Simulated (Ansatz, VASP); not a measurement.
# Two plane-wave programs on InSb2

```xyz
3
Lattice="0.0000 3.6145 3.6145 3.6145 0.0000 3.6145 3.6145 3.6145 0.0000" Properties=species:S:1:pos:R:3 pbc="T T T"
In    0.0000    0.0000    0.0000
Sb    1.8072    1.8072    1.8072
Sb    5.4217    5.4217    5.4217
```

Change from the starting cell: species swapped into the In2Pt type (Fm-3m, No. 225).

Alike in both runs: functional PBE; k mesh 12 × 12 × 12; occupations gaussian, width 0.1 eV; no spin polarisation.

Ansatz relaxed the structure, and its values are those at the end. VASP's run is a single point on that final structure, the one shown.

|  | VASP | Ansatz |
| --- | --- | --- |
| version | VASP 6.6.1 | Ansatz 0.2.0 |
| potentials or method | VASP PAW PBE potentials, release 64 (In_d, Sb), cutoff 520 eV | scalar-relativistic, plane waves, PAW |
| valence electrons in the cell | 23 | 43 |

```csv
,VASP,Ansatz,Ansatz less VASP
gap on the k mesh at the Fermi level (eV),none,none,-
pressure (GPa),0.0,0.0,+0.05
```

A gap of «none» marks a metal or a gap that the smearing closes. VASP's potentials hold 23 valence electrons a cell and Ansatz's 43, so a difference there can come from the potentials and not from the codes.

Spin-orbit coupling is off throughout.
